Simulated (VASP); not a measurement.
Crystal: GaP.

```
Ga P
1.0
     0.00000    2.72540    2.61638
     2.72540    0.00000    2.61638
     2.72540    2.72540    0.00000
Ga P
1 1
Direct
  0.00000 0.00000 0.00000
  0.25000 0.25000 0.25000
```

This cell differs from its parent crystal: uniaxial z strain -4.0%.

Base run:

- Program: VASP 6.6.1
- Functional: r2SCAN
- Potentials or basis: VASP PAW PBE potentials, release 64 (Ga_d, P)
- Cutoff: 520 eV
- k mesh: 6 × 6 × 6
- Occupations: gaussian, width 0.01 eV
- Spin: no spin polarisation

Its results: band gap on the k mesh 1.47 eV (least direct gap 2.54 eV).

**Question.** The run is repeated on the same cell with these changes: functional from r2SCAN to HSE06; further incar settings from ALGO = Normal; EDIFF = 1e-08 to ALGO = Normal; EDIFF = 1e-07; NBANDS = 16. What comes out?

**Answer.** Band gap on the k mesh 1.86 eV (least direct gap 3.00 eV).

A k mesh can miss the band edges.
